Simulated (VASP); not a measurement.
Input of a VASP 6.6.1 run:

File INCAR:

```
SYSTEM = NiO
PREC = Accurate
ENCUT = 700
EDIFF = 1E-6
ISMEAR = 0
SIGMA = 0.2
LREAL = .False.
LASPH = .True.
NELM = 120
ALGO = Normal
ISIF = 2
LWAVE = .False.
LCHARG = .True.
GGA = PE
LELF = .True.
LVHAR = .True.
NBANDS = 32
GGA_COMPAT = .False.
```

The input KPOINTS:

```
Automatic mesh
0
Gamma
  8 6 4
  0 0 0
```

Contents of POSCAR:

```
NiO
1.0
   -1.7651599711      0.0000000000     -2.2450606805
    1.7651599711      3.3931508422      0.0000000000
    3.5303199422     -3.3931508422     -2.2450606805
Ni O
2 2
Direct
    0.8695855654      0.6231951885      0.6231951885
    0.3695855654      0.1231951885      0.1231951885
    0.4867034246      0.8289011415      0.8289011415
    0.9867034246      0.3289011415      0.3289011415
```

Potentials or basis: VASP PAW PBE potentials, release 64 (Ni_sv_GW, O).

Launch:

```console
$ cat potpaw_PBE.64/Ni_sv_GW/POTCAR potpaw_PBE.64/O/POTCAR > POTCAR
$ mpirun -np 1 vasp_std > vasp.out
```

Problem. What does it give for the pressure?

Solution. -0.4 GPa.

Problem. Predict the band gap on the k mesh.

Solution. Zero (bands 24 and 25 overlap by 0.45 eV).

Problem. What does it give for the largest force?

Solution. 0.017 eV/Å.

Stress tensor (GPa, compression positive):
```
 0.09  0.00  0.08
 0.00 -0.85  0.00
 0.08  0.00 -0.47
```

Caveat: the run has no spin polarisation, though such a crystal can be magnetic; semilocal functionals often make such compounds metallic where correlation or magnetic order opens a gap, which also shifts bond lengths. With open d or f shells a metallic result of PBE can be an artefact of self-interaction; +U or a hybrid may open a gap.
